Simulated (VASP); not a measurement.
# MgO (Periclase) in VASP: further runs

MgO (Periclase) is run at these levels: r2SCAN; tasks: single point.

Program: VASP 6.6.1. These are calculated values, not measurements. Logs are shortened: lines on timing, memory, paths and dates and some standing lists are left out, and cuts for length are marked.

### Step 1. The cell of the first run

The cell holds a slab with vacuum, 4 atoms: a = 2.982 Å, b = 2.982 Å, c = 13.652 Å, α = 90.00°, β = 90.00°, γ = 60.00°.

### Step 2. Single point, r2SCAN

Contents of POSCAR:

```
MgO
1.0
    2.9818692963      0.0000000000      0.0000000000
    1.4909346481      2.5823745613      0.0000000000
    0.0000000000      0.0000000000     13.6520291278
Mg O
2 2
Direct
    0.0000000000      0.0000000000      0.3662459224
    0.3333333333      0.3333333333      0.5445846925
    0.6666666667      0.6666666667      0.4554153075
    1.0000000000      1.0000000000      0.6337540776
```

Contents of INCAR.step1:

```
SYSTEM = MgO
ALGO     = Normal         ! electronic algorithm
DIPOL    = 0.5 0.5 0.500
EDIFF    = 1E-5           ! SCF threshold, eV
ENCUT    = 580            ! plane-wave cutoff, eV
GGA      = PE             ! functional
GGA_COMPAT= .False.      
IDIPOL   = 3            
ISMEAR   = 1              ! smearing method
LASPH    = .True.         ! aspherical terms in the spheres
LCHARG   = .False.        ! write CHGCAR
LDIPOL   = .True.       
LREAL    = .False.        ! projectors in reciprocal space
LWAVE    = .True.         ! write WAVECAR
NBANDS   = 16             ! bands
NELM     = 120            ! most SCF steps
NELMDL   = -8           
PREC     = Accurate       ! precision mode
SIGMA    = 0.15           ! smearing width, eV
```

Contents of INCAR.step2:

```
SYSTEM = MgO
ALGO     = Normal         ! electronic algorithm
DIPOL    = 0.5 0.5 0.500
EDIFF    = 1E-6           ! SCF threshold, eV
ENCUT    = 580            ! plane-wave cutoff, eV
GGA_COMPAT= .False.      
IDIPOL   = 3            
ISIF     = 2              ! what is computed and relaxed
ISMEAR   = 1              ! smearing method
ISTART   = 1            
LASPH    = .True.         ! aspherical terms in the spheres
LCHARG   = .False.        ! write CHGCAR
LDIPOL   = .True.       
LMIXTAU  = .True.       
LREAL    = .False.        ! projectors in reciprocal space
LWAVE    = .False.        ! write WAVECAR
METAGGA  = R2SCAN         ! meta-GGA
NBANDS   = 16             ! bands
NELM     = 120            ! most SCF steps
PREC     = Accurate       ! precision mode
SIGMA    = 0.15           ! smearing width, eV
```

Contents of KPOINTS:

```
k-points
0
Gamma
  6 6 1
  0 0 0
```

Potentials or basis: VASP PAW PBE potentials, release 64 (Mg, O).

Started as:

```console
$ cat potpaw_PBE.64/Mg/POTCAR potpaw_PBE.64/O/POTCAR > POTCAR
$ cp INCAR.step1 INCAR
$ mpirun -np 1 vasp_std > vasp.out
$ cp INCAR.step2 INCAR
$ mpirun -np 1 vasp_std > vasp.out
```

OUTCAR:

```text
SYSTEM = MgO
   EDIFF = 1E-6
   ENCUT = 580
   ISIF = 2
   ISMEAR = 1
   ISTART = 1
   LASPH = .True.
   LREAL = .False.
   METAGGA = R2SCAN
   NELM = 120
   PREC = Accurate

 ion  position               nearest neighbor table
   1  0.000  0.000  0.366-   3 2.11   3 2.11   3 2.11   2 2.98   2 2.98   2 2.98
   2  0.333  0.333  0.545-   3 2.11   3 2.11   3 2.11   4 2.11   4 2.11   4 2.11   1 2.98   1 2.98
                             1 2.98
   3  0.667  0.667  0.455-   2 2.11   2 2.11   2 2.11   1 2.11   1 2.11   1 2.11
   4  0.000  0.000  0.634-   2 2.11   2 2.11   2 2.11

  LATTYP: Found a hexagonal cell.
 ALAT       =     2.9818692962
 C/A-ratio  =     4.5783459205

  Lattice vectors:

 A1 = (  -1.4909346481,  -2.5823745613,   0.0000000000)
 A2 = (   2.9818692963,   0.0000000000,   0.0000000000)
 A3 = (   0.0000000000,   0.0000000000,  13.6520291278)

Analysis of symmetry for initial positions (statically):
=====================================================================
 Subroutine PRICEL returns:
 Original cell was already a primitive cell.

 Routine SETGRP: Setting up the symmetry group for a
 hexagonal supercell.

 Subroutine GETGRP returns: Found  6 space group operations
 (whereof  6 operations were pure point group operations)
 out of a pool of 24 trial point group operations.

The static configuration has the point symmetry C_3v.

Analysis of symmetry for dynamics (positions and initial velocities):
=====================================================================
 Subroutine PRICEL returns:
 Original cell was already a primitive cell.

 Routine SETGRP: Setting up the symmetry group for a
 hexagonal supercell.

 Subroutine GETGRP returns: Found  6 space group operations
 (whereof  6 operations were pure point group operations)
 out of a pool of 24 trial point group operations.

The dynamic configuration has the point symmetry C_3v.

 Subroutine INISYM returns: Found  6 space group operations
 (whereof  6 operations are pure point group operations),
 and found     1 'primitive' translations

----------------------------------------------------------------------------------------

                                     Primitive cell

  volume of cell :     105.1248

  direct lattice vectors                    reciprocal lattice vectors
     2.981869296  0.000000000  0.000000000     0.335360105 -0.193620247  0.000000000
     1.490934648  2.582374561  0.000000000     0.000000000  0.387240494  0.000000000
[... 80 lines left out ...]
   TEBEG  =    0.0;   TEEND  =   0.0 temperature during run
   PSTRESS=    0.0 pullay stress
   NELECT =      16.0000    total number of electrons
   NUPDOWN=      -1.0000    fix difference up-down
   EMIN   =  10.00;   EMAX   =-10.00  energy-range for DOS
   EFERMI =   0.00;   METHOD = LEGACY
   ISMEAR =     1;   SIGMA  =   0.15  broadening in eV -4-tet -1-fermi 0-gaus
   EFERMI_NEDOS =   21; number of points for ismear=-14 and -15
   IALGO  =     38    algorithm
   IMIX   =      4    mixing-type and parameters
     AMIX     =   0.40;   BMIX     =  1.00
     AMIX_MAG =   1.60;   BMIX_MAG =  1.00
  volume/ion in A,a.u.               =      26.28       177.35
  Fermi-wavevector in a.u.,A,eV,Ry     =   0.874071  1.651754 10.394841  0.763999
  Thomas-Fermi vector in A             =   1.993550
   LORBIT       =      0    0 simple, 1 ext, 2 COOP (PROOUT), +10 PAW based schemes
   METAGGA = R2SCAN    functional components
   LHFCALC =     F    Hartree Fock is set to
   AEXX    =    0.0000 exact exchange contribution
   IVDW    =     0    specifies the selected vdW correction
   LEPSILON=     F    determine dielectric tensor
   LRPA    =     F    only Hartree local field effects (RPA)
 non-spin polarized calculation
 Methfessel and Paxton  Order N= 1 SIGMA  =   0.15
  energy-cutoff  :      580.00
  volume of cell :      105.12
 maximum number of plane-waves:      3360
   NGX = 11   NGY = 11   NGZ = 53

 number of electron      16.0000004 magnetization

 dipolmoment           0.000000      0.000000      0.247400 electrons x Angstroem

 Free energy of the ion-electron system (eV)
  ---------------------------------------------------
  ext. energy  EPLUGINS =         0.00000000
  ---------------------------------------------------
  free energy    TOTEN  =       -26.27610549 eV

  energy without entropy =      -26.26324180  energy(sigma->0) =      -26.27181759

 E-fermi :  -2.9883     XC(G=0):  -5.5164

 val. band max:       -3.0235927364   @ k =   0.3333   0.1667   0.0000
 cond. band min:      -2.9480274314   @ k =   0.3333  -0.0000   0.0000
 fundamental gap:      0.0755653050
 Fermi energy:        -2.9883384322

 k-point     1 :       0.0000    0.0000    0.0000
  band No.  band energies     occupation
      1     -23.4771      2.00000
      2     -19.8111      2.00000
      3      -9.3424      2.00000
      4      -6.2094      2.00000
      5      -6.2094      2.00000
      6      -5.3723      2.00000
[... 110 lines left out ...]
      3      -8.8230      2.00000
      4      -8.7027      2.00000
      5      -7.7012      2.00000
      6      -4.4227      2.00000
[... 8 lines left out ...]
     15       8.7803      0.00000
     16       9.2384      0.00000

------------------------ aborting loop because EDIFF is reached ----------------------------------------

 vacuum level on the upper side and lower side of the slab       (xc-potential included)         2.615        -3.431

  FORCE on cell =-STRESS in cart. coord.  units (eV):
  Direction    XX          YY          ZZ          XY          YZ          ZX
  --------------------------------------------------------------------------------------
  -------------------------------------------------------------------------------------
  Total       -0.3481876     -0.3481876     -2.1199208      0.0000000      0.0000000     -0.0000000
  in kB       -5.3066298     -5.3066298    -32.3091238      0.0000000      0.0000000     -0.0000000
  external PRESSURE =     -14.3074612 kB  Pullay stress =       0.0000000 kB

 VOLUME and BASIS-vectors are now :
 -----------------------------------------------------------------------------
  energy-cutoff  :      580.00
  volume of cell :      105.12
      direct lattice vectors                 reciprocal lattice vectors
     2.981869296  0.000000000  0.000000000     0.335360105 -0.193620247  0.000000000
     1.490934648  2.582374561  0.000000000     0.000000000  0.387240494  0.000000000
     0.000000000  0.000000000 13.652029128     0.000000000  0.000000000  0.073249184

 POSITION                                       TOTAL-FORCE (eV/Angst)
 -----------------------------------------------------------------------------------
      0.00000      0.00000      5.00000         0.000000     -0.000000      0.958988
      1.49093      0.86079      7.43469        -0.000000      0.000000      3.110725
      2.98187      1.72158      6.21734         0.000000      0.000000     -2.129762
      0.00000      0.00000      8.65203        -0.000000      0.000000     -1.939951
 -----------------------------------------------------------------------------------
    total drift:                               -0.000000     -0.000000      0.001394

  FREE ENERGIE OF THE ION-ELECTRON SYSTEM (eV)
  ---------------------------------------------------
  free  energy   TOTEN  =       -26.2761054892 eV

  energy  without entropy=      -26.2632417975  energy(sigma->0) =      -26.27181759

 vacuum level on the upper side and lower side of the slab         7.296         1.132
```

OUTCAR.step1:

```text
SYSTEM = MgO
   EDIFF = 1E-5
   ENCUT = 580
   GGA = PE
   ISMEAR = 1
   LASPH = .True.
   LREAL = .False.
   NELM = 120
[... 347 lines left out ...]
      2.98187      1.72158      6.21734         0.000000     -0.000000     -1.995429
      0.00000      0.00000      8.65203         0.000000      0.000000     -1.526025
 -----------------------------------------------------------------------------------
    total drift:                                0.000000      0.000000      0.001476

  FREE ENERGIE OF THE ION-ELECTRON SYSTEM (eV)
  ---------------------------------------------------
  free  energy   TOTEN  =       -18.4866393587 eV

  energy  without entropy=      -18.4799679228  energy(sigma->0) =      -18.48441555

 vacuum level on the upper side and lower side of the slab         6.722         1.002
```

Wall time 3.8 min (1 thread of Intel Xeon 8259CL, shared host); peak memory 0.26 GiB.

What came out:

```
Free energy            : -26.2761 eV
Largest force          : 3.111 eV/Å
Band gap on the k mesh : zero (band 8 reaches -2.55 eV, above the bottom of band 9 at -3.02 eV)
```

Forces in eV/Å, atoms in the order of the input:
```
Mg   0.000  0.000  0.959
Mg   0.000  0.000  3.111
O    0.000  0.000 -2.130
O    0.000  0.000 -1.940
```

Levels at points of the mesh, in eV from the Fermi level:
```tsv
k point	band 4	band 5	band 6	band 7	band 8	band 9	band 10	band 11	band 12	band 13
(0.00, 0.00, 0.00)	-3.22	-3.22	-2.38	-0.63	0.44	0.44	3.65	5.75	8.45	9.05
(0.50, 0.00, 0.00)	-4.90	-3.90	-2.12	-0.45	-0.09	1.98	3.27	7.49	9.40	10.28
```

Caveat: the k points lie up to 0.41 Å⁻¹ apart; the PAW data sets were made with another functional, which shifts forces and pressure a little.

[end of part 1 of 2]
